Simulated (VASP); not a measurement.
# Sn7O16 (P1) in VASP: relaxation of cell and atoms with PBE

Aim: the relaxation of cell and atoms of Sn7O16 with PBE.

Everything below comes from runs of VASP 6.6.1. Logs are shortened: lines on timing, memory, paths and dates and some standing lists are left out, and cuts for length are marked.

## Step 1: The cell of the first run

The typed cell holds 23 atoms: a = 6.497 Å, b = 6.869 Å, c = 6.859 Å, α = 89.99°, β = 90.02°, γ = 89.95°.

## Step 2: Relaxation of cell and atoms, PBE (atoms taken out)

INCAR reads:

```
SYSTEM = Sn7O16
PREC     = Accurate       ! precision mode
ENCUT    = 600            ! plane-wave cutoff, eV
EDIFF    = 1E-6           ! SCF threshold, eV
ISMEAR   = 0              ! smearing method
SIGMA    = 0.1            ! smearing width, eV
LREAL    = Auto         
LASPH    = .TRUE.         ! aspherical terms in the spheres
NELM     = 80             ! most SCF steps
ALGO     = Fast           ! electronic algorithm
ISIF     = 3              ! what is computed and relaxed
LWAVE    = .FALSE.        ! write WAVECAR
LCHARG   = .FALSE.        ! write CHGCAR
GGA      = PE             ! functional
IBRION   = 2              ! ionic algorithm
NSW      = 45             ! ionic steps
EDIFFG   = -0.04          ! ionic threshold
ISYM     = 0
```

KPOINTS reads:

```
Automatic mesh
0
G
  3 3 3
  0 0 0
```

POSCAR reads:

```
Sn7O16
1.0
    6.4974334208      0.0027167175     -0.0009992885
    0.0028637305      6.8690202859      0.0008519494
   -0.0010533739      0.0008519572      6.8585088944
Sn O
7 16
Direct
    0.9999025757      0.7490480868      0.2497207900
    0.4996856673      0.2491055134      0.7499286637
    0.9996506489      0.2489069396      0.7500612232
    0.2477348899      0.2490110694      0.2498096070
    0.7483448644      0.7491062312      0.7490562871
    0.7516657998      0.2492317907      0.2501917561
    0.2508041562      0.7489164265      0.7511080504
    0.2488967540      0.2489355125      0.9421516968
    0.7676155881      0.7490171593      0.4520022557
    0.4995258920      0.4302900842      0.2503069220
    0.9995047670      0.9462825985      0.7500300622
    0.7505853276      0.2489217997      0.9423786249
    0.2307497172      0.7483100527      0.4539773692
    0.4998696159      0.0678675301      0.2500953356
    0.9994881055      0.5516347089      0.7505482579
    0.9996313375      0.4408137838      0.2498757485
    0.4994704178      0.9435986802      0.7496289863
    0.9998245690      0.0572902219      0.2501336781
    0.4997800911      0.5545386736      0.7500148035
    0.7505644457      0.2491291821      0.5577989904
    0.2324569015      0.7488739477      0.0479821160
    0.2486248032      0.2490893911      0.5576518335
    0.7683920134      0.7493468166      0.0462589911
```

Potentials or basis: VASP PAW PBE potentials, release 64 (Sn_d, O).

Started as:

```console
cat potpaw_PBE.64/Sn_d/POTCAR potpaw_PBE.64/O/POTCAR > POTCAR
mpirun -np 1 vasp_std > vasp.out
```

OUTCAR:

```text
SYSTEM = Sn7O16
   PREC = Accurate
   ENCUT = 600
   EDIFF = 1E-6
   ISMEAR = 0
   LREAL = Auto
   LASPH = .TRUE.
   NELM = 80
   ISIF = 3
   GGA = PE
   IBRION = 2
   NSW = 45
   EDIFFG = -0.04
   ISYM = 0

 ion  position               nearest neighbor table
   1  1.000  0.749  0.250-  21 2.05   9 2.05  23 2.05  13 2.05  16 2.12  18 2.12
   2  0.500  0.249  0.750-   8 2.10  20 2.10  12 2.10  22 2.10  19 2.10  17 2.10   3 3.25   3 3.25

   3  1.000  0.249  0.750-  11 2.08  15 2.08  20 2.09   8 2.09  22 2.09  12 2.09   2 3.25   2 3.25

   4  0.248  0.249  0.250-  14 2.06  10 2.06  16 2.08  18 2.08   8 2.11  22 2.11   6 3.22   6 3.27

   5  0.748  0.749  0.749-   9 2.04  23 2.04  17 2.10  19 2.10  15 2.12  11 2.12   7 3.23   7 3.26

   6  0.752  0.249  0.250-  10 2.06  14 2.06  16 2.08  18 2.08  20 2.11  12 2.11   4 3.22   4 3.27

   7  0.251  0.749  0.751-  21 2.04  13 2.04  19 2.10  17 2.10  11 2.12  15 2.12   5 3.23   5 3.26

   8  0.249  0.249  0.942-   3 2.09   2 2.10   4 2.11
   9  0.768  0.749  0.452-   5 2.04   1 2.05
  10  0.500  0.430  0.250-   6 2.06   4 2.06
  11  1.000  0.946  0.750-   3 2.08   7 2.12   5 2.12
  12  0.751  0.249  0.942-   3 2.09   2 2.10   6 2.11
  13  0.231  0.748  0.454-   7 2.04   1 2.05
  14  0.500  0.068  0.250-   4 2.06   6 2.06
  15  0.999  0.552  0.751-   3 2.08   5 2.12   7 2.12
  16  1.000  0.441  0.250-   4 2.08   6 2.08   1 2.12
  17  0.499  0.944  0.750-   5 2.10   7 2.10   2 2.10
  18  1.000  0.057  0.250-   4 2.08   6 2.08   1 2.12
  19  0.500  0.555  0.750-   7 2.10   5 2.10   2 2.10
  20  0.751  0.249  0.558-   3 2.09   2 2.10   6 2.11
  21  0.232  0.749  0.048-   7 2.04   1 2.05
  22  0.249  0.249  0.558-   3 2.09   2 2.10   4 2.11
  23  0.768  0.749  0.046-   5 2.04   1 2.05

IMPORTANT INFORMATION: All symmetrisations will be switched off!
NOSYMM: (Re-)initialisation of all symmetry stuff for point group C_1.

----------------------------------------------------------------------------------------

                                     Primitive cell

  volume of cell :     306.1021

  direct lattice vectors                    reciprocal lattice vectors
     6.497433421  0.002716718 -0.000999289     0.153906956 -0.000064168  0.000023646
     0.002863730  6.869020286  0.000851949    -0.000060873  0.145581196 -0.000018093
    -0.001053374  0.000851957  6.858508894     0.000022432 -0.000018093  0.145804293

  length of vectors
     6.497434066  6.869020936  6.858509028     0.153906971  0.145581210  0.145804296

  position of ions in fractional coordinates (direct lattice)
     0.999902576  0.749048087  0.249720790
     0.499685667  0.249105513  0.749928664
     0.999650649  0.248906940  0.750061223
     0.247734890  0.249011069  0.249809607
     0.748344864  0.749106231  0.749056287
     0.751665800  0.249231791  0.250191756
[... 15 lines left out ...]
     0.248624803  0.249089391  0.557651834
     0.768392013  0.749346817  0.046258991

  ion indices of the primitive-cell ions
   primitive index   ion index
                 1           1
                 2           2
                 3           3
                 4           4
                 5           5
                 6           6
[... 15 lines left out ...]
                22          22
                23          23

----------------------------------------------------------------------------------------

 KPOINTS: Automatic mesh

Automatic generation of k-mesh.
 Grid dimensions read from file:
 generate k-points for:    3    3    3

 Generating k-lattice:

  Cartesian coordinates                     Fractional coordinates (reciprocal lattice)
     0.051302319 -0.000021389  0.000007882     0.333333333 -0.000000000  0.000000000
    -0.000020291  0.048527065 -0.000006031    -0.000000000  0.333333333 -0.000000000
     0.000007477 -0.000006031  0.048601431     0.000000000  0.000000000  0.333333333

  Length of vectors
     0.051302324  0.048527070  0.048601432

  Shift w.r.t. Gamma in fractional coordinates (k-lattice)
     0.000000000  0.000000000  0.000000000

 Subroutine IBZKPT returns following result:
 ===========================================

 Found     14 irreducible k-points:

 Following reciprocal coordinates:
            Coordinates               Weight
  0.000000  0.000000  0.000000      1.000000
  0.333333  0.000000  0.000000      2.000000
 -0.000000  0.333333 -0.000000      2.000000
  0.333333  0.333333 -0.000000      2.000000
 -0.333333  0.333333  0.000000      2.000000
  0.000000  0.000000  0.333333      2.000000
  0.333333  0.000000  0.333333      2.000000
 -0.333333  0.000000  0.333333      2.000000
  0.000000  0.333333  0.333333      2.000000
  0.333333  0.333333  0.333333      2.000000
 -0.333333  0.333333  0.333333      2.000000
  0.000000 -0.333333  0.333333      2.000000
  0.333333 -0.333333  0.333333      2.000000
 -0.333333 -0.333333  0.333333      2.000000
   k-points           NKPTS =     14   k-points in BZ     NKDIM =     14   number of bands    NBANDS=    116
   number of dos      NEDOS =    301   number of ions     NIONS =     23
   total plane-waves  NPLWV = 169344
   dimension x,y,z NGX =    54 NGY =   56 NGZ =   56
   dimension x,y,z NGXF=   108 NGYF=  112 NGZF=  112
   ions per type =               7  16
   NGX,Y,Z   is equivalent  to a cutoff of  13.82, 13.55, 13.57 a.u.
   NGXF,Y,Z  is equivalent  to a cutoff of  27.63, 27.11, 27.15 a.u.
 SYSTEM =  Sn7O16
   PREC   = accura    normal or accurate (medium, high low for compatibility)
   ISTART =      0    job   : 0-new  1-cont  2-samecut
   ICHARG =      2    charge: 1-file 2-atom 10-const
   ISPIN  =      1    spin polarized calculation?
   LNONCOLLINEAR =      F non collinear calculations
   LSORBIT =      F    spin-orbit coupling
   LASPH  =      T    aspherical Exc in radial PAW
   ENCUT  =  600.0 eV  44.10 Ry    6.64 a.u.  12.98 13.72 13.70*2*pi/ulx,y,z
   NELM   =     80;   NELMIN=  2; NELMDL= -5     # of ELM steps
   EDIFF  = 0.1E-05   stopping-criterion for ELM
   LREAL  =      T    real-space projection
   EDIFFG = -.4E-01   stopping-criterion for IOM
   NSW    =     45    number of steps for IOM
   IBRION =      2    ionic relax: 0-MD 1-quasi-New 2-CG
   NFREE  =      1    steps in history (QN), initial steepest desc. (CG)
   ISIF   =      3    stress and relaxation
   ISYM   =      0    0-nonsym 1-usesym 2-fastsym
   POTIM  = 0.5000    time-step for ionic-motion
   TEBEG  =    0.0;   TEEND  =   0.0 temperature during run
   PSTRESS=    0.0 pullay stress
   NELECT =     194.0000    total number of electrons
   NUPDOWN=      -1.0000    fix difference up-down
   EMIN   =  10.00;   EMAX   =-10.00  energy-range for DOS
   EFERMI =   0.00;   METHOD = LEGACY
   ISMEAR =     0;   SIGMA  =   0.10  broadening in eV -4-tet -1-fermi 0-gaus
   EFERMI_NEDOS =   21; number of points for ismear=-14 and -15
   IALGO  =     68    algorithm
   IMIX   =      4    mixing-type and parameters
     AMIX     =   0.40;   BMIX     =  1.00
     AMIX_MAG =   1.60;   BMIX_MAG =  1.00
  volume/ion in A,a.u.               =      13.31        89.81
  Fermi-wavevector in a.u.,A,eV,Ry     =   1.406220  2.657371 26.904911  1.977455
  Thomas-Fermi vector in A             =   2.528602
   LORBIT       =      0    0 simple, 1 ext, 2 COOP (PROOUT), +10 PAW based schemes
   GGA     = PE    functional components
   LHFCALC =     F    Hartree Fock is set to
   AEXX    =    0.0000 exact exchange contribution
   IVDW    =     0    specifies the selected vdW correction
   LEPSILON=     F    determine dielectric tensor
   LRPA    =     F    only Hartree local field effects (RPA)
 conjugate gradient relaxation of ions
 non-spin polarized calculation
 RMM-DIIS sequential band-by-band and
 Gauss-broadening in eV      SIGMA  =   0.10
  energy-cutoff  :      600.00
  volume of cell :      306.10
 maximum number of plane-waves:     10238
 NGX is ok and might be reduce to    54
   NGX = 25   NGY = 27   NGZ = 27

--------------------------------------- Ionic step        1  -------------------------------------------

 number of electron     193.9999950 magnetization

 Free energy of the ion-electron system (eV)
  ---------------------------------------------------
  ext. energy  EPLUGINS =         0.00000000
  ---------------------------------------------------
  free energy    TOTEN  =      -133.32441466 eV

  energy without entropy =     -133.20129200  energy(sigma->0) =     -133.26285333

------------------------ aborting loop because EDIFF is reached ----------------------------------------

  FORCE on cell =-STRESS in cart. coord.  units (eV):
  Direction    XX          YY          ZZ          XY          YZ          ZX
  --------------------------------------------------------------------------------------
  -------------------------------------------------------------------------------------
  Total        1.1313301      0.1581361      0.7720511     -0.0652779     -0.0214018     -0.0297172
  in kB        5.9215264      0.8277044      4.0410143     -0.3416728     -0.1120199     -0.1555435
  external PRESSURE =       3.5967484 kB  Pullay stress =       0.0000000 kB
[... 99 lines left out ...]
  energy  without entropy=     -133.2010766124  energy(sigma->0) =     -133.26303352

--------------------------------------- Ionic step        3  -------------------------------------------

 number of electron     193.9999944 magnetization

 Free energy of the ion-electron system (eV)
  ---------------------------------------------------
  ext. energy  EPLUGINS =         0.00000000
  ---------------------------------------------------
  free energy    TOTEN  =      -133.32601996 eV

  energy without entropy =     -133.20245478  energy(sigma->0) =     -133.26423737

 E-fermi :   3.6996     XC(G=0): -10.4473

 val. band max:        3.6686283406   @ k =   0.0000   0.0000   0.3333
 cond. band min:       3.7079978277   @ k =  -0.0000   0.3333  -0.0000
 fundamental gap:      0.0393694870
 Fermi energy:         3.6996140504

 k-point     1 :       0.0000    0.0000    0.0000
  band No.  band energies     occupation
      1     -16.9687      2.00000
      2     -16.8704      2.00000
      3     -16.8209      2.00000
      4     -16.7265      2.00000
      5     -16.6731      2.00000
      6     -16.5569      2.00000
[... 1557 lines left out ...]
    108      11.6275      0.00000
    109      11.8756      0.00000
 [bands above 109 left out]

------------------------ aborting loop because EDIFF is reached ----------------------------------------

  FORCE on cell =-STRESS in cart. coord.  units (eV):
  Direction    XX          YY          ZZ          XY          YZ          ZX
  --------------------------------------------------------------------------------------
  -------------------------------------------------------------------------------------
  Total        0.0629579     -0.2821372     -0.1776223     -0.0357136     -0.0180016     -0.0195468
  in kB        0.3287419     -1.4732118     -0.9274750     -0.1864827     -0.0939977     -0.1020658
  external PRESSURE =      -0.6906483 kB  Pullay stress =       0.0000000 kB
[... 38 lines left out ...]
  FREE ENERGIE OF THE ION-ELECTRON SYSTEM (eV)
  ---------------------------------------------------
  free  energy   TOTEN  =      -133.3260199616 eV

  energy  without entropy=     -133.2024547837  energy(sigma->0) =     -133.26423737

 reached required accuracy - stopping structural energy minimisation
```

Run time: 79 min. Hardware: 1 thread of Oxide Virtual Turin-like, shared host; peak memory 0.62 GiB.

What came out:

| Property | Result |
| --- | --- |
| Free energy | -133.3260 eV |
| Relaxed volume | 13.34 Å³/atom |
| Relaxed cell | a = 6.506 Å, b = 6.870 Å, c = 6.865 Å, α = 89.99°, β = 90.02°, γ = 89.96° |
| Space group after relaxing (to 0.1 Å) | Pmmm (No. 47) |
| Energy gained by relaxing | 0.1 meV/atom |
| Ionic steps | 3 |
| Pressure after relaxing | -0.1 GPa |
| Largest force after relaxing | 0.027 eV/Å |
| Band gap on the k mesh | zero (bands 97 and 98 overlap by 0.03 eV) |

Forces in eV/Å, atoms in the order of the input:
```
Sn  -0.003  0.004  0.007
Sn  -0.001 -0.001  0.001
Sn   0.002  0.006  0.001
Sn   0.003 -0.004  0.008
Sn  -0.011 -0.003 -0.004
Sn  -0.005 -0.009 -0.008
Sn   0.013  0.001 -0.003
O   -0.007 -0.001  0.011
O   -0.008  0.000 -0.017
O   -0.003 -0.009 -0.003
O    0.003 -0.023  0.000
O    0.004 -0.001  0.002
O    0.006  0.005 -0.023
O    0.002  0.011  0.000
O    0.002  0.026 -0.004
O   -0.001 -0.003 -0.001
O    0.002 -0.001  0.003
O    0.000  0.005 -0.002
O   -0.004 -0.004  0.000
O    0.006 -0.001 -0.008
O    0.005  0.002  0.023
O   -0.003 -0.001 -0.001
O   -0.003  0.000  0.019
```

Step by step:
```csv
step,energy change (eV),largest force (eV/Å),pressure (GPa),volume (Å³)
1,0.0000,0.0634,0.36,306.10
2,-0.0006,0.0581,-0.43,307.43
3,-0.0016,0.0266,-0.07,306.84
```

Final structure:
```
Sn O
1.0
     6.50597    0.00222   -0.00122
     0.00235    6.87028    0.00068
    -0.00129    0.00068    6.86466
Sn O
7 16
Direct
  0.99989 0.74908 0.24978
  0.49968 0.24911 0.74993
  0.99966 0.24895 0.75005
  0.24750 0.24899 0.24986
  0.74813 0.74909 0.74900
  0.75191 0.24917 0.25015
  0.25101 0.74894 0.75110
  0.24885 0.24893 0.94233
  0.76753 0.74902 0.45183
  0.49949 0.43047 0.25029
  0.99952 0.94622 0.75003
  0.75061 0.24892 0.94252
  0.23081 0.74833 0.45374
  0.49990 0.06770 0.25010
  0.99951 0.55169 0.75053
  0.99963 0.44083 0.24987
  0.49947 0.94362 0.74964
  0.99982 0.05729 0.25012
  0.49977 0.55448 0.75002
  0.75061 0.24912 0.55765
  0.23254 0.74888 0.04819
  0.24861 0.24909 0.55751
  0.76832 0.74935 0.04647
```

Caveat: the cell differs from its parent crystal (atoms taken out); semilocal functionals underestimate gaps, so a narrow gap can read as zero; spin-orbit coupling is left out, which moves the levels of the heavy elements.
